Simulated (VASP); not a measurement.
# La2Zr2O (P4/mmm) in VASP: a series of runs

Runs on La2Zr2O. Level: PBE. Tasks: single point.

All numbers are computed with VASP 6.6.1; they aren't measurements. Logs are shortened: lines on timing, memory, paths and dates and some standing lists are left out, and cuts for length are marked.

### Step 1. The cell of the first run

The structure is tetragonal, space group P4/mmm (No. 123). The conventional cell has a = 4.301 Å, b = 4.301 Å, c = 6.225 Å, α = 90.00°, β = 90.00°, γ = 90.00°. Within 2.8 Å of La (site symmetry mmm) lie 2 O at 2.15 Å. Within 2.6 Å of Zr (site symmetry 4mm) lie 1 O at 1.97 Å and 1 Zr at 2.29 Å. Within 2.6 Å of O (site symmetry 4/mmm) lie 2 Zr at 1.97 Å and 4 La at 2.15 Å.

### Step 2. Single point, PBE

Contents of INCAR:

```
SYSTEM = La2Zr2O
  PREC = Accurate
  ENCUT = 520
  EDIFF = 1E-6
  ISMEAR = 0
  SIGMA = 0.1
  LREAL = .FALSE.
  LASPH = .TRUE.
  NELM = 100
  ALGO = Normal
  ISIF = 2
  LWAVE = .FALSE.
  LCHARG = .TRUE.
  GGA = PE
  LELF = .TRUE.
  LVHAR = .TRUE.
  NBANDS = 34
```

Contents of KPOINTS:

```
regular mesh
0
G
  4 4 4
  0 0 0
```

Contents of POSCAR:

```
La2Zr2O
1.0
    4.3007468800      0.0000000000      0.0000000000
    0.0000000000      4.3007468800      0.0000000000
    0.0000000000      0.0000000000      6.2247847600
La Zr O
2 2 1
Direct
    0.0000000000      0.5000000000      0.0000000000
    0.5000000000      0.0000000000      0.0000000000
    0.5000000000      0.5000000000      0.6840257000
    0.5000000000      0.5000000000      0.3159743000
    0.5000000000      0.5000000000      0.0000000000
```

Potentials or basis: VASP PAW PBE potentials, release 64 (La, Zr_sv, O).

Started as:

```sh
$ cat potpaw_PBE.64/La/POTCAR potpaw_PBE.64/Zr_sv/POTCAR potpaw_PBE.64/O/POTCAR > POTCAR
$ mpirun -np 1 vasp_std > vasp.out
```

OUTCAR:

```text
SYSTEM = La2Zr2O
   PREC = Accurate
   ENCUT = 520
   EDIFF = 1E-6
   ISMEAR = 0
   LREAL = .FALSE.
   LASPH = .TRUE.
   NELM = 100
   ISIF = 2
   GGA = PE

 ion  position               nearest neighbor table
   1  0.000  0.500  0.000-   5 2.15   5 2.15   3 2.91   3 2.91   4 2.91   4 2.91   2 3.04   2 3.04
                             2 3.04   2 3.04
   2  0.500  0.000  0.000-   5 2.15   5 2.15   3 2.91   3 2.91   4 2.91   4 2.91   1 3.04   1 3.04
                             1 3.04   1 3.04
   3  0.500  0.500  0.684-   5 1.97   4 2.29   1 2.91   2 2.91   2 2.91   1 2.91
   4  0.500  0.500  0.316-   5 1.97   3 2.29   1 2.91   2 2.91   2 2.91   1 2.91
   5  0.500  0.500  0.000-   3 1.97   4 1.97   1 2.15   2 2.15   2 2.15   1 2.15

  LATTYP: Found a simple tetragonal cell.
 ALAT       =     4.3007468800
 C/A-ratio  =     1.4473729642

  Lattice vectors:

 A1 = (   4.3007468800,   0.0000000000,   0.0000000000)
 A2 = (   0.0000000000,   4.3007468800,   0.0000000000)
 A3 = (   0.0000000000,   0.0000000000,   6.2247847600)

Analysis of symmetry for initial positions (statically):
=====================================================================
 Subroutine PRICEL returns:
 Original cell was already a primitive cell.

 Routine SETGRP: Setting up the symmetry group for a
 simple tetragonal supercell.

 Subroutine GETGRP returns: Found 16 space group operations
 (whereof 16 operations were pure point group operations)
 out of a pool of 16 trial point group operations.

The static configuration has the point symmetry D_4h.

Analysis of symmetry for dynamics (positions and initial velocities):
=====================================================================
 Subroutine PRICEL returns:
 Original cell was already a primitive cell.

 Routine SETGRP: Setting up the symmetry group for a
 simple tetragonal supercell.

 Subroutine GETGRP returns: Found 16 space group operations
 (whereof 16 operations were pure point group operations)
 out of a pool of 16 trial point group operations.

The dynamic configuration has the point symmetry D_4h.

 Subroutine INISYM returns: Found 16 space group operations
 (whereof 16 operations are pure point group operations),
 and found     1 'primitive' translations

----------------------------------------------------------------------------------------

                                     Primitive cell

  volume of cell :     115.1363

  direct lattice vectors                    reciprocal lattice vectors
     4.300746880  0.000000000  0.000000000     0.232517753  0.000000000  0.000000000
     0.000000000  4.300746880  0.000000000     0.000000000  0.232517753  0.000000000
     0.000000000  0.000000000  6.224784760     0.000000000  0.000000000  0.160648125

  length of vectors
     4.300746880  4.300746880  6.224784760     0.232517753  0.232517753  0.160648125

  position of ions in fractional coordinates (direct lattice)
     0.000000000  0.500000000  0.000000000
     0.500000000  0.000000000  0.000000000
     0.500000000  0.500000000  0.684025700
     0.500000000  0.500000000  0.315974300
     0.500000000  0.500000000  0.000000000

  ion indices of the primitive-cell ions
   primitive index   ion index
                 1           1
                 2           2
                 3           3
                 4           4
                 5           5

----------------------------------------------------------------------------------------

 KPOINTS: regular mesh

Automatic generation of k-mesh.
 Grid dimensions read from file:
 generate k-points for:    4    4    4

 Generating k-lattice:

  Cartesian coordinates                     Fractional coordinates (reciprocal lattice)
     0.058129438  0.000000000  0.000000000     0.250000000  0.000000000  0.000000000
     0.000000000  0.058129438  0.000000000     0.000000000  0.250000000  0.000000000
     0.000000000  0.000000000  0.040162031     0.000000000  0.000000000  0.250000000

  Length of vectors
     0.058129438  0.058129438  0.040162031

  Shift w.r.t. Gamma in fractional coordinates (k-lattice)
     0.000000000  0.000000000  0.000000000

 Subroutine IBZKPT returns following result:
 ===========================================

 Found     18 irreducible k-points:

 Following reciprocal coordinates:
            Coordinates               Weight
  0.000000  0.000000  0.000000      1.000000
  0.250000  0.000000  0.000000      4.000000
  0.500000  0.000000  0.000000      2.000000
  0.250000  0.250000  0.000000      4.000000
  0.500000  0.250000  0.000000      4.000000
  0.500000  0.500000  0.000000      1.000000
[... 10 lines left out ...]
  0.500000  0.250000  0.500000      4.000000
  0.500000  0.500000  0.500000      1.000000
   k-points           NKPTS =     18   k-points in BZ     NKDIM =     18   number of bands    NBANDS=     34
   number of dos      NEDOS =    301   number of ions     NIONS =      5
   total plane-waves  NPLWV =  49152
   dimension x,y,z NGX =    32 NGY =   32 NGZ =   48
   dimension x,y,z NGXF=    64 NGYF=   64 NGZF=   96
   ions per type =               2   2   1
   NGX,Y,Z   is equivalent  to a cutoff of  12.37, 12.37, 12.82 a.u.
   NGXF,Y,Z  is equivalent  to a cutoff of  24.74, 24.74, 25.64 a.u.
 SYSTEM =  La2Zr2O
   PREC   = accura    normal or accurate (medium, high low for compatibility)
   ISTART =      0    job   : 0-new  1-cont  2-samecut
   ICHARG =      2    charge: 1-file 2-atom 10-const
   ISPIN  =      1    spin polarized calculation?
   LNONCOLLINEAR =      F non collinear calculations
   LSORBIT =      F    spin-orbit coupling
   LASPH  =      T    aspherical Exc in radial PAW
   ENCUT  =  520.0 eV  38.22 Ry    6.18 a.u.   8.00  8.00 11.57*2*pi/ulx,y,z
   NELM   =    100;   NELMIN=  2; NELMDL= -5     # of ELM steps
   EDIFF  = 0.1E-05   stopping-criterion for ELM
   LREAL  =      F    real-space projection
   EDIFFG = 0.1E-04   stopping-criterion for IOM
   NSW    =      0    number of steps for IOM
   IBRION =     -1    ionic relax: 0-MD 1-quasi-New 2-CG
   NFREE  =      0    steps in history (QN), initial steepest desc. (CG)
   ISIF   =      2    stress and relaxation
   ISYM   =      2    0-nonsym 1-usesym 2-fastsym
   POTIM  = 0.5000    time-step for ionic-motion
   TEBEG  =    0.0;   TEEND  =   0.0 temperature during run
   PSTRESS=    0.0 pullay stress
   NELECT =      52.0000    total number of electrons
   NUPDOWN=      -1.0000    fix difference up-down
   EMIN   =  10.00;   EMAX   =-10.00  energy-range for DOS
   EFERMI =   0.00;   METHOD = LEGACY
   ISMEAR =     0;   SIGMA  =   0.10  broadening in eV -4-tet -1-fermi 0-gaus
   EFERMI_NEDOS =   21; number of points for ismear=-14 and -15
   IALGO  =     38    algorithm
   IMIX   =      4    mixing-type and parameters
     AMIX     =   0.40;   BMIX     =  1.00
     AMIX_MAG =   1.60;   BMIX_MAG =  1.00
  volume/ion in A,a.u.               =      23.03       155.40
  Fermi-wavevector in a.u.,A,eV,Ry     =   1.256045  2.373581 21.465223  1.577649
  Thomas-Fermi vector in A             =   2.389772
   LORBIT       =      0    0 simple, 1 ext, 2 COOP (PROOUT), +10 PAW based schemes
   GGA     = PE    functional components
   LHFCALC =     F    Hartree Fock is set to
   AEXX    =    0.0000 exact exchange contribution
   IVDW    =     0    specifies the selected vdW correction
   LEPSILON=     F    determine dielectric tensor
   LRPA    =     F    only Hartree local field effects (RPA)
 non-spin polarized calculation
 Gauss-broadening in eV      SIGMA  =   0.10
  energy-cutoff  :      520.00
  volume of cell :      115.14
 maximum number of plane-waves:      3124
 NGX is ok and might be reduce to    32
   NGX = 15   NGY = 15   NGZ = 23

 number of electron      51.9999995 magnetization

 Free energy of the ion-electron system (eV)
  ---------------------------------------------------
  ext. energy  EPLUGINS =         0.00000000
  ---------------------------------------------------
  free energy    TOTEN  =       -25.84669853 eV

  energy without entropy =      -25.82219653  energy(sigma->0) =      -25.83444753

 E-fermi :   8.7916     XC(G=0): -10.2637

 val. band max:        8.7753538944   @ k =   0.5000   0.2500   0.2500
 cond. band min:       8.8322726502   @ k =   0.2500   0.2500   0.5000
 fundamental gap:      0.0569187558
 Fermi energy:         8.7916283423

 k-point     1 :       0.0000    0.0000    0.0000
  band No.  band energies     occupation
      1     -40.3594      2.00000
      2     -39.6668      2.00000
      3     -24.3094      2.00000
      4     -22.5771      2.00000
      5     -20.2657      2.00000
      6     -18.3518      2.00000
[... 26 lines left out ...]
     33      10.9592      0.00000
     34      11.4328      0.00000

 k-point     2 :       0.2500    0.0000    0.0000
  band No.  band energies     occupation
      1     -40.3587      2.00000
      2     -39.6661      2.00000
      3     -24.0785      2.00000
      4     -22.8263      2.00000
      5     -20.3650      2.00000
      6     -18.3493      2.00000
[... 26 lines left out ...]
     33      10.5916      0.00000
     34      11.4109      0.00000

 k-point     3 :       0.5000    0.0000    0.0000
  band No.  band energies     occupation
      1     -40.3579      2.00000
      2     -39.6655      2.00000
      3     -23.6002      2.00000
      4     -23.3314      2.00000
      5     -20.4497      2.00000
      6     -18.3467      2.00000
[... 26 lines left out ...]
     33      10.7576      0.00000
     34      10.8951      0.00000

 k-point     4 :       0.2500    0.2500    0.0000
  band No.  band energies     occupation
      1     -40.3579      2.00000
      2     -39.6655      2.00000
      3     -23.8764      2.00000
      4     -22.9632      2.00000
      5     -20.5187      2.00000
      6     -18.3103      2.00000
[... 26 lines left out ...]
     33      10.9218      0.00000
     34      11.6522      0.00000

 k-point     5 :       0.5000    0.2500    0.0000
  band No.  band energies     occupation
      1     -40.3571      2.00000
      2     -39.6649      2.00000
      3     -23.4621      2.00000
      4     -23.3158      2.00000
      5     -20.6661      2.00000
      6     -18.3019      2.00000
[... 399 lines left out ...]
 k-point    16 :       0.2500    0.2500    0.5000
  band No.  band energies     occupation
      1     -40.3494      2.00000
      2     -39.6760      2.00000
      3     -23.8154      2.00000
      4     -22.9616      2.00000
      5     -20.2599      2.00000
      6     -18.3332      2.00000
[... 26 lines left out ...]
     33      11.2560      0.00000
     34      11.3297      0.00000

 k-point    17 :       0.5000    0.2500    0.5000
  band No.  band energies     occupation
      1     -40.3488      2.00000
      2     -39.6752      2.00000
      3     -23.4156      2.00000
      4     -23.3134      2.00000
      5     -20.2538      2.00000
      6     -18.5592      2.00000
[... 26 lines left out ...]
     33      10.9880      0.00000
     34      11.3633      0.00000

 k-point    18 :       0.5000    0.5000    0.5000
  band No.  band energies     occupation
      1     -40.3482      2.00000
      2     -39.6744      2.00000
      3     -23.2977      2.00000
      4     -23.2977      2.00000
      5     -20.2477      2.00000
      6     -18.8910      2.00000
[... 26 lines left out ...]
     33      11.1086      0.00000
     34      11.3487      0.00000

------------------------ aborting loop because EDIFF is reached ----------------------------------------

  FORCE on cell =-STRESS in cart. coord.  units (eV):
  Direction    XX          YY          ZZ          XY          YZ          ZX
  --------------------------------------------------------------------------------------
  -------------------------------------------------------------------------------------
  Total       26.0583682     26.0583682     25.1630396      0.0000000     -0.0000000      0.0000000
  in kB      362.6149399    362.6149399    350.1560055      0.0000000     -0.0000000      0.0000000
  external PRESSURE =     358.4619618 kB  Pullay stress =       0.0000000 kB

 VOLUME and BASIS-vectors are now :
 -----------------------------------------------------------------------------
  energy-cutoff  :      520.00
  volume of cell :      115.14
      direct lattice vectors                 reciprocal lattice vectors
     4.300746880  0.000000000  0.000000000     0.232517753  0.000000000  0.000000000
     0.000000000  4.300746880  0.000000000     0.000000000  0.232517753  0.000000000
     0.000000000  0.000000000  6.224784760     0.000000000  0.000000000  0.160648125

 POSITION                                       TOTAL-FORCE (eV/Angst)
 -----------------------------------------------------------------------------------
      0.00000      2.15037      0.00000        -0.000000     -0.000000      0.000000
      2.15037      0.00000      0.00000        -0.000000     -0.000000      0.000000
      2.15037      2.15037      4.25791         0.000000      0.000000     -3.848554
      2.15037      2.15037      1.96687        -0.000000      0.000000      3.848554
      2.15037      2.15037      0.00000        -0.000000     -0.000000      0.000000
 -----------------------------------------------------------------------------------
    total drift:                                0.000000     -0.000000     -0.000000

  FREE ENERGIE OF THE ION-ELECTRON SYSTEM (eV)
  ---------------------------------------------------
  free  energy   TOTEN  =       -25.8466985296 eV

  energy  without entropy=      -25.8221965284  energy(sigma->0) =      -25.83444753
```

Wall time 67 s (1 thread of Intel Xeon 6975P-C (Granite Rapids), shared host); peak memory 0.26 GiB.

Results:

```
Free energy            : -25.8467 eV
Pressure               : 35.8 GPa
Largest force          : 3.849 eV/Å
Band gap on the k mesh : zero (band 26 reaches 9.55 eV, above the bottom of band 27 at 8.28 eV)
```

Forces in eV/Å, atoms in the order of the input:
```
La   0.000  0.000  0.000
La   0.000  0.000  0.000
Zr   0.000  0.000 -3.849
Zr   0.000  0.000  3.849
O    0.000  0.000  0.000
```

Caveat: the k points lie up to 0.37 Å⁻¹ apart; spin-orbit coupling is left out, which moves the levels of the heavy elements; forces of over 1 eV/Å act on the atoms, so gaps and moduli don't describe the material at rest.

### Step 3. Single point, PBE

This run uses another cell than the first one, of 33.35 Å³/atom, 1.448 times its volume.

Contents of INCAR:

```
PREC = Accurate
ENCUT = 520
EDIFF = 1E-6
ISMEAR = 0
SIGMA = 0.1
LREAL = False
LASPH = True
NELM = 60
ALGO = Normal
ISIF = 2
LWAVE = False
LCHARG = False
GGA = PE
NBANDS = 34
```

Contents of KPOINTS:

```
regular mesh
0
Gamma
  4 4 4
```

Contents of POSCAR:

```
La2Zr2O
1.0
    4.9844151574      0.0000000000      0.0000000000
    0.0000000000      4.9844151574      0.0000000000
    0.0000000000      0.0000000000      6.7112342698
La Zr O
2 2 1
Direct
    0.0000000000      0.5000000000      0.0000000000
    0.5000000000      0.0000000000      0.0000000000
    0.5000000000      0.5000000000      0.6693733411
    0.5000000000      0.5000000000      0.3306266589
    0.5000000000      0.5000000000      0.0000000000
```

Potentials or basis: VASP PAW PBE potentials, release 64 (La, Zr_sv, O).

Started as:

```sh
$ cat potpaw_PBE.64/La/POTCAR potpaw_PBE.64/Zr_sv/POTCAR potpaw_PBE.64/O/POTCAR > POTCAR
$ mpirun -np 1 vasp_std > vasp.out
```

Run time: 93 s. Hardware: 1 thread of Intel Xeon 6975P-C (Granite Rapids), shared host; peak memory 0.33 GiB.

Results (log left out):

* Free energy: -30.3950 eV
* Pressure: 0.3 GPa
* Largest force: 0.101 eV/Å
* Band gap on the k mesh: zero (band 26 reaches 5.81 eV, above the bottom of band 27 at 4.84 eV)

Forces on the atoms (eV/Å):
```
La   0.000  0.000  0.000
La   0.000  0.000  0.000
Zr   0.000  0.000  0.101
Zr   0.000  0.000 -0.101
O    0.000  0.000  0.000
```

Stress tensor (GPa, compression positive):
```
0.28 0.00 0.00
0.00 0.28 0.00
0.00 0.00 0.45
```

Levels at points of the mesh, in eV from the Fermi level:
```tsv
k point	band 24	band 25	band 26	band 27	band 28	band 29
(0.00, 0.00, 0.00)	-0.79	-0.57	-0.57	-0.47	-0.47	0.71
(0.50, 0.00, 0.00)	-0.45	-0.21	-0.07	0.35	0.42	0.48
(0.50, 0.50, 0.00)	-0.35	0.09	0.11	0.11	0.26	0.85
(0.00, 0.00, 0.50)	-1.76	-1.09	-0.48	-0.03	0.42	0.48
(0.50, 0.00, 0.50)	-0.24	-0.22	-0.09	-0.01	0.11	0.53
(0.50, 0.50, 0.50)	-0.75	0.39	0.51	0.51	0.96	1.26
```

Caveat: spin-orbit coupling is left out, which moves the levels of the heavy elements.
